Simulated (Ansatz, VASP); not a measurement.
Mo in VASP and in Ansatz

File INCAR:

```
SYSTEM = Mo
PREC = Accurate
ENCUT = 520
EDIFF = 1E-6
ISMEAR = 0
SIGMA = 0.15
LREAL = .FALSE.
LASPH = .TRUE.
NELM = 100
ALGO = Normal
ISIF = 2
LWAVE = .FALSE.
LCHARG = .FALSE.
GGA = CA
NBANDS = 13
```

Contents of KPOINTS:

```
Automatic mesh
0
G
  18 18 18
  0 0 0
```

POSCAR

```
Mo
1.0
    2.6534450853      0.0000000000      0.0000000000
   -1.3267225426      2.2979508514      0.0000000000
    0.0000000000      0.0000000000      2.5168529895
Mo
1
Direct
    0.0000000000      0.0000000000      0.5000000000
```

Input for Ansatz:

```yaml
crystal:
  lattice:
    - [2.6534450853, 0.0, 0.0]
    - [-1.3267225426, 2.2979508514, 0.0]
    - [0.0, 0.0, 2.5168529895]
  atoms:
    - { symbol: Mo, position: [0.0, 0.0, 0.5] }
basis:
  ecutwfc: 420
kpoints:
  mp_grid: { grid: [18, 18, 18] }
hamiltonian:
  xc: lda
scf:
  occupations: { method: gaussian, width: 0.15 }
output:
  forces: true
  stress: true
  eigenvalues: true
```

Change from the starting cell: strain -0.030 along x and y, -0.015 along z, atoms carried along.

Alike in both runs: task single point; functional LDA; k mesh 18 × 18 × 18; occupations gaussian, width 0.15 eV; no spin polarisation.

```csv
,VASP,Ansatz
version,VASP 6.6.1,Ansatz 0.2.0
potentials or method,"VASP PAW LDA potentials, release 64 (Mo_sv), cutoff 520 eV","scalar-relativistic, plane waves, PAW"
valence electrons in the cell,14,14
```

|  | VASP | Ansatz | Ansatz less VASP |
| --- | --- | --- | --- |
| gap on the k mesh at the Fermi level (eV) | none | none | - |
| pressure (GPa) | 11.7 | 10.5 | -1.18 |
| traceless stress, the component that is largest in VASP (GPa) | -9.84 | -9.94 | -0.099 |

LDA's correlation is that of Perdew and Zunger in VASP and of Perdew and Wang (1992) in Ansatz. A gap of «none» marks a metal or a gap that the smearing closes.
